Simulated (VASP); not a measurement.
# Ge in VASP: notebook

Runs on Ge. Level: PBE+D3(BJ). Tasks: single point.

Everything below comes from runs of VASP 6.6.1. Logs are shortened: lines on timing, memory, paths and dates and some standing lists are left out, and cuts for length are marked.

**1. The cell of the first run**

The cell holds a slab with vacuum, 4 atoms: a = 4.023 Å, b = 4.023 Å, c = 18.869 Å, α = 90.00°, β = 90.00°, γ = 120.00°.

**2. Single point, PBE+D3(BJ) (layers slid over each other)**

The input, INCAR:

```
SYSTEM = Ge
ALGO = Normal
DIPOL = 0.5 0.5 0.375
EDIFF = 1E-6
ENCUT = 520
GGA = PE
IDIPOL = 3
ISIF = 2
ISMEAR = 0
IVDW = 12
LASPH = .TRUE.
LCHARG = .FALSE.
LDIPOL = .TRUE.
LREAL = .FALSE.
LWAVE = .FALSE.
NBANDS = 36
NELM = 60
PREC = Accurate
SIGMA = 0.1
```

The input, KPOINTS:

```
k-points
0
G
  9 9 1
  0 0 0
```

The input, POSCAR:

```
Ge
1.0
    4.0226895460      0.0000000000      0.0000000000
   -2.0113447730      3.4837513384      0.0000000000
    0.0000000000      0.0000000000     18.8685220369
Ge
4
Direct
    0.3333333333      0.6666666667      0.2747571330
    0.6666666667      0.3333333333      0.2384924474
    0.2222222222      0.7777777778      0.5108254912
    0.5555555556      0.4444444444      0.4745608056
```

Potentials or basis: VASP PAW PBE potentials, release 64 (Ge_d).

On the command line:

```bash
$ cat potpaw_PBE.64/Ge_d/POTCAR > POTCAR
$ mpirun -np 1 vasp_std > vasp.out
```

OUTCAR:

```text
SYSTEM = Ge
   EDIFF = 1E-6
   ENCUT = 520
   GGA = PE
   ISIF = 2
   ISMEAR = 0
   IVDW = 12
   LASPH = .TRUE.
   LREAL = .FALSE.
   NELM = 60
   PREC = Accurate
 IVDW          = 12

 ion  position               nearest neighbor table
   1  0.333  0.667  0.275-   2 2.42   2 2.42   2 2.42
   2  0.667  0.333  0.238-   1 2.42   1 2.42   1 2.42
   3  0.222  0.778  0.511-   4 2.42   4 2.42   4 2.42
   4  0.556  0.444  0.475-   3 2.42   3 2.42   3 2.42

  LATTYP: Found a hexagonal cell.
 ALAT       =     4.0226895460
 C/A-ratio  =     4.6905240440

  Lattice vectors:

 A1 = (   4.0226895460,   0.0000000000,   0.0000000000)
 A2 = (  -2.0113447730,   3.4837513384,   0.0000000000)
 A3 = (   0.0000000000,   0.0000000000,  18.8685220369)

Analysis of symmetry for initial positions (statically):
=====================================================================
 Subroutine PRICEL returns:
 Original cell was already a primitive cell.

 Routine SETGRP: Setting up the symmetry group for a
 hexagonal supercell.

 Subroutine GETGRP returns: Found  4 space group operations
 (whereof  2 operations were pure point group operations)
 out of a pool of 24 trial point group operations.

The static configuration has the point symmetry C_1h.
 The point group associated with its full space group is C_2h.

Analysis of symmetry for dynamics (positions and initial velocities):
=====================================================================
 Subroutine PRICEL returns:
 Original cell was already a primitive cell.

 Routine SETGRP: Setting up the symmetry group for a
 hexagonal supercell.

 Subroutine GETGRP returns: Found  4 space group operations
 (whereof  2 operations were pure point group operations)
 out of a pool of 24 trial point group operations.

The dynamic configuration has the point symmetry C_1h.
 The point group associated with its full space group is C_2h.

 Subroutine INISYM returns: Found  4 space group operations
 (whereof  2 operations are pure point group operations),
 and found     1 'primitive' translations

----------------------------------------------------------------------------------------

                                     Primitive cell

  volume of cell :     264.4244

  direct lattice vectors                    reciprocal lattice vectors
     4.022689546  0.000000000  0.000000000     0.248589902  0.143523447  0.000000000
    -2.011344773  3.483751338  0.000000000     0.000000000  0.287046894  0.000000000
     0.000000000  0.000000000 18.868522037     0.000000000  0.000000000  0.052998322

  length of vectors
     4.022689546  4.022689546 18.868522037     0.287046894  0.287046894  0.052998322

  position of ions in fractional coordinates (direct lattice)
     0.333333333  0.666666667  0.274757133
     0.666666667  0.333333333  0.238492447
     0.222222222  0.777777778  0.510825491
     0.555555556  0.444444444  0.474560806

  ion indices of the primitive-cell ions
   primitive index   ion index
                 1           1
                 2           2
                 3           3
                 4           4

----------------------------------------------------------------------------------------

 KPOINTS: k-points

Automatic generation of k-mesh.
 Grid dimensions read from file:
 generate k-points for:    9    9    1

 Generating k-lattice:

  Cartesian coordinates                     Fractional coordinates (reciprocal lattice)
     0.027621100  0.015947050  0.000000000     0.111111111  0.000000000  0.000000000
     0.000000000  0.031894099  0.000000000     0.000000000  0.111111111  0.000000000
     0.000000000  0.000000000  0.052998322     0.000000000  0.000000000  1.000000000

  Length of vectors
     0.031894099  0.031894099  0.052998322

  Shift w.r.t. Gamma in fractional coordinates (k-lattice)
     0.000000000  0.000000000  0.000000000

 Subroutine IBZKPT returns following result:
 ===========================================

 Found     25 irreducible k-points:

 Following reciprocal coordinates:
            Coordinates               Weight
  0.000000  0.000000  0.000000      1.000000
  0.111111  0.000000  0.000000      4.000000
 -0.111111  0.111111  0.000000      2.000000
  0.222222  0.000000  0.000000      4.000000
 -0.222222  0.222222  0.000000      2.000000
  0.333333  0.000000  0.000000      4.000000
[... 16 lines left out ...]
 -0.222222 -0.444444  0.000000      4.000000
  0.444444  0.333333  0.000000      4.000000
   k-points           NKPTS =     25   k-points in BZ     NKDIM =     25   number of bands    NBANDS=     36
   number of dos      NEDOS =    301   number of ions     NIONS =      4
   total plane-waves  NPLWV = 126000
   dimension x,y,z NGX =    30 NGY =   30 NGZ =  140
   dimension x,y,z NGXF=    60 NGYF=   60 NGZF=  280
   ions per type =               4
   NGX,Y,Z   is equivalent  to a cutoff of  12.40, 12.40, 12.34 a.u.
   NGXF,Y,Z  is equivalent  to a cutoff of  24.80, 24.80, 24.67 a.u.
 SYSTEM =  Ge
   PREC   = accura    normal or accurate (medium, high low for compatibility)
   ISTART =      0    job   : 0-new  1-cont  2-samecut
   ICHARG =      2    charge: 1-file 2-atom 10-const
   ISPIN  =      1    spin polarized calculation?
   LNONCOLLINEAR =      F non collinear calculations
   LSORBIT =      F    spin-orbit coupling
   LASPH  =      T    aspherical Exc in radial PAW
   ENCUT  =  520.0 eV  38.22 Ry    6.18 a.u.   7.48  7.48 35.08*2*pi/ulx,y,z
   NELM   =     60;   NELMIN=  2; NELMDL= -5     # of ELM steps
   EDIFF  = 0.1E-05   stopping-criterion for ELM
   LREAL  =      F    real-space projection
   EDIFFG = 0.1E-04   stopping-criterion for IOM
   NSW    =      0    number of steps for IOM
   IBRION =     -1    ionic relax: 0-MD 1-quasi-New 2-CG
   NFREE  =      0    steps in history (QN), initial steepest desc. (CG)
   ISIF   =      2    stress and relaxation
   ISYM   =      2    0-nonsym 1-usesym 2-fastsym
   POTIM  = 0.5000    time-step for ionic-motion
   TEBEG  =    0.0;   TEEND  =   0.0 temperature during run
   PSTRESS=    0.0 pullay stress
   NELECT =      56.0000    total number of electrons
   NUPDOWN=      -1.0000    fix difference up-down
   EMIN   =  10.00;   EMAX   =-10.00  energy-range for DOS
   EFERMI =   0.00;   METHOD = LEGACY
   ISMEAR =     0;   SIGMA  =   0.10  broadening in eV -4-tet -1-fermi 0-gaus
   EFERMI_NEDOS =   21; number of points for ismear=-14 and -15
   IALGO  =     38    algorithm
   IMIX   =      4    mixing-type and parameters
     AMIX     =   0.40;   BMIX     =  1.00
     AMIX_MAG =   1.60;   BMIX_MAG =  1.00
  volume/ion in A,a.u.               =      66.11       446.11
  Fermi-wavevector in a.u.,A,eV,Ry     =   0.975821  1.844035 12.955840  0.952227
  Thomas-Fermi vector in A             =   2.106391
   LORBIT       =      0    0 simple, 1 ext, 2 COOP (PROOUT), +10 PAW based schemes
   GGA     = PE    functional components
   LHFCALC =     F    Hartree Fock is set to
   AEXX    =    0.0000 exact exchange contribution
   IVDW    =    12    specifies the selected vdW correction
   LEPSILON=     F    determine dielectric tensor
   LRPA    =     F    only Hartree local field effects (RPA)
 non-spin polarized calculation
 Gauss-broadening in eV      SIGMA  =   0.10
  energy-cutoff  :      520.00
  volume of cell :      264.42
 maximum number of plane-waves:      7165
 NGX is ok and might be reduce to    30
   NGX = 15   NGY = 15   NGZ = 71

 dipolmoment           0.000000      0.000000      0.000006 electrons x Angstroem

 number of electron      55.9999981 magnetization

 dipolmoment           0.000000      0.000000     -0.000004 electrons x Angstroem

 Free energy of the ion-electron system (eV)
  ---------------------------------------------------
  ext. energy  EPLUGINS =         0.00000000
  ---------------------------------------------------
  free energy    TOTEN  =       -16.19044574 eV

  energy without entropy =      -16.19042507  energy(sigma->0) =      -16.19043540

 E-fermi :  -1.3915     XC(G=0):  -4.3932

 val. band max:       -1.6254626951   @ k =   0.3333   0.3333   0.0000
 cond. band min:      -1.1585755164   @ k =   0.4444   0.4444   0.0000
 fundamental gap:      0.4668871787
 Fermi energy:        -1.3914994045

 k-point     1 :       0.0000    0.0000    0.0000
  band No.  band energies     occupation
      1     -25.8654      2.00000
      2     -25.8651      2.00000
      3     -25.8651      2.00000
      4     -25.8650      2.00000
      5     -25.8160      2.00000
      6     -25.8153      2.00000
[... 28 lines left out ...]
     35       2.5616      0.00000
     36       2.6305      0.00000

 k-point     2 :       0.1111    0.0000    0.0000
  band No.  band energies     occupation
      1     -25.8717      2.00000
      2     -25.8715      2.00000
      3     -25.8697      2.00000
      4     -25.8696      2.00000
      5     -25.8283      2.00000
      6     -25.8277      2.00000
[... 28 lines left out ...]
     35       3.0459      0.00000
     36       3.0598      0.00000

 k-point     3 :      -0.1111    0.1111    0.0000
  band No.  band energies     occupation
      1     -25.8715      2.00000
      2     -25.8714      2.00000
      3     -25.8699      2.00000
      4     -25.8697      2.00000
      5     -25.8285      2.00000
      6     -25.8276      2.00000
[... 28 lines left out ...]
     35       2.9696      0.00000
     36       3.1374      0.00000

 k-point     4 :       0.2222    0.0000    0.0000
  band No.  band energies     occupation
      1     -25.8813      2.00000
      2     -25.8810      2.00000
      3     -25.8774      2.00000
      4     -25.8773      2.00000
      5     -25.8406      2.00000
      6     -25.8400      2.00000
[... 28 lines left out ...]
     35       3.6982      0.00000
     36       4.0968      0.00000

 k-point     5 :      -0.2222    0.2222    0.0000
  band No.  band energies     occupation
      1     -25.8811      2.00000
      2     -25.8809      2.00000
      3     -25.8776      2.00000
      4     -25.8774      2.00000
      5     -25.8407      2.00000
      6     -25.8399      2.00000
[... 655 lines left out ...]
 k-point    22 :       0.3333    0.2222    0.0000
  band No.  band energies     occupation
      1     -25.9036      2.00000
      2     -25.9036      2.00000
      3     -25.8755      2.00000
      4     -25.8754      2.00000
      5     -25.8669      2.00000
      6     -25.8664      2.00000
[... 28 lines left out ...]
     35       4.4143      0.00000
     36       5.3013      0.00000

 k-point    23 :      -0.2222   -0.4444    0.0000
  band No.  band energies     occupation
      1     -25.9037      2.00000
      2     -25.9036      2.00000
      3     -25.8757      2.00000
      4     -25.8752      2.00000
      5     -25.8668      2.00000
      6     -25.8664      2.00000
[... 28 lines left out ...]
     35       4.3779      0.00000
     36       5.3190      0.00000

 k-point    24 :       0.4444    0.3333    0.0000
  band No.  band energies     occupation
      1     -25.9037      2.00000
      2     -25.9036      2.00000
      3     -25.8757      2.00000
      4     -25.8752      2.00000
      5     -25.8668      2.00000
      6     -25.8663      2.00000
[... 28 lines left out ...]
     35       4.4090      0.00000
     36       5.3200      0.00000

 [... further k-points ...]

------------------------ aborting loop because EDIFF is reached ----------------------------------------

 vacuum level on the upper side and lower side of the slab       (xc-potential included)        -0.122        -0.122

 Edisp (eV)   -0.81503

 E8    (eV) :    -0.3746

  FORCE on cell =-STRESS in cart. coord.  units (eV):
  Direction    XX          YY          ZZ          XY          YZ          ZX
  --------------------------------------------------------------------------------------
  -------------------------------------------------------------------------------------
  Total      -0.20558    -0.20295    -0.61504     0.00228     0.13248    -0.22947
  in kB      -1.24563    -1.22968    -3.72662     0.01381     0.80274    -1.39038
  external pressure =       -2.07 kB  Pullay stress =        0.00 kB

 VOLUME and BASIS-vectors are now :
 -----------------------------------------------------------------------------
  energy-cutoff  :      520.00
  volume of cell :      264.42
      direct lattice vectors                 reciprocal lattice vectors
     4.022689546  0.000000000  0.000000000     0.248589902  0.143523447  0.000000000
    -2.011344773  3.483751338  0.000000000     0.000000000  0.287046894  0.000000000
     0.000000000  0.000000000 18.868522037     0.000000000  0.000000000  0.052998322

 POSITION                                       TOTAL-FORCE (eV/Angst)
 -----------------------------------------------------------------------------------
     -0.00000      2.32250      5.18426         0.042318     -0.024432      0.159977
      2.01134      1.16125      4.50000         0.013549     -0.007822     -0.006850
     -0.67045      2.70958      9.63852        -0.013549      0.007822      0.006850
      1.34090      1.54833      8.95426        -0.042318      0.024432     -0.159977
 -----------------------------------------------------------------------------------
    total drift:                                0.000004     -0.000004      0.000020

  FREE ENERGIE OF THE ION-ELECTRON SYSTEM (eV)
  ---------------------------------------------------
  free  energy   TOTEN  =       -17.0054766047 eV

  energy  without entropy=      -17.0054559348  energy(sigma->0) =      -17.00546627

 vacuum level on the upper side and lower side of the slab         3.042         3.042
```

Run time: 4.6 min. Hardware: 1 thread of Intel Xeon Platinum 8488C (Sapphire Rapids), shared host; peak memory 0.44 GiB.

Results:

| Item | Value |
| --- | --- |
| Free energy | -17.0055 eV |
| Largest force | 0.167 eV/Å |
| Band gap on the k mesh | 0.47 eV (least direct gap 0.52 eV) |
| Dispersion energy per atom | -0.204 eV |

Forces on the atoms (eV/Å):
```
Ge   0.042 -0.024  0.160
Ge   0.014 -0.008 -0.007
Ge  -0.014  0.008  0.007
Ge  -0.042  0.024 -0.160
```

Caveat: the cell differs from its parent crystal (layers slid over each other).

(Continued in part 2 of 2.)
